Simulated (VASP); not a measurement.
Input of a VASP 6.6.1 run:

The input POSCAR:

```
GaN
1.0
    0.0000000000      2.2489448523      2.2489448523
    2.2489448523      0.0000000000      2.2489448523
    2.2489448523      2.2489448523      0.0000000000
Ga N
1 1
Direct
    0.0000000000      0.0000000000      0.0000000000
    0.2500000000      0.2500000000      0.2500000000
```

File INCAR.step1:

```
SYSTEM = GaN
  PREC = Accurate
  ENCUT = 600
  ISMEAR = 0
  SIGMA = 0.01
  LREAL = .FALSE.
  LASPH = .TRUE.
  NELM = 80
  GGA = PE
  ALGO = Normal
  EDIFF = 1E-4
  LWAVE = .TRUE.
  LCHARG = .FALSE.
```

File INCAR.step2:

```
SYSTEM = GaN
  PREC = Accurate
  ENCUT = 600
  EDIFF = 1E-6
  ISMEAR = 0
  SIGMA = 0.01
  LREAL = .FALSE.
  LASPH = .TRUE.
  NELM = 80
  ALGO = Normal
  ISIF = 3
  LWAVE = .FALSE.
  LCHARG = .FALSE.
  METAGGA = R2SCAN
  LMIXTAU = .TRUE.
  IBRION = 2
  NSW = 100
  EDIFFG = -0.002
  PSTRESS = 70.0
  ISTART = 1
```

Contents of KPOINTS:

```
regular mesh
0
G
  10 10 10
  0 0 0
```

Potentials or basis: VASP PAW PBE potentials, release 64 (Ga_d, N).

The run is started by

```bash
$ cat potpaw_PBE.64/Ga_d/POTCAR potpaw_PBE.64/N/POTCAR > POTCAR
$ cp INCAR.step1 INCAR
$ mpirun -np 1 vasp_std > vasp.out
$ cp INCAR.step2 INCAR
$ mpirun -np 1 vasp_std > vasp.out
```

(1) Estimate the space group after relaxing (to 0.1 Å).

(2) What does it give for the relaxed cell?

(3) Predict the band gap on the k mesh.

Answers

(1) F-43m (No. 216).

(2) a = 3.151 Å, b = 3.151 Å, c = 3.151 Å, α = 60.00°, β = 60.00°, γ = 60.00°.

(3) 2.34 eV.

Caveat: the cell is relaxed towards a set pressure, so the run minimises the enthalpy, not the energy.
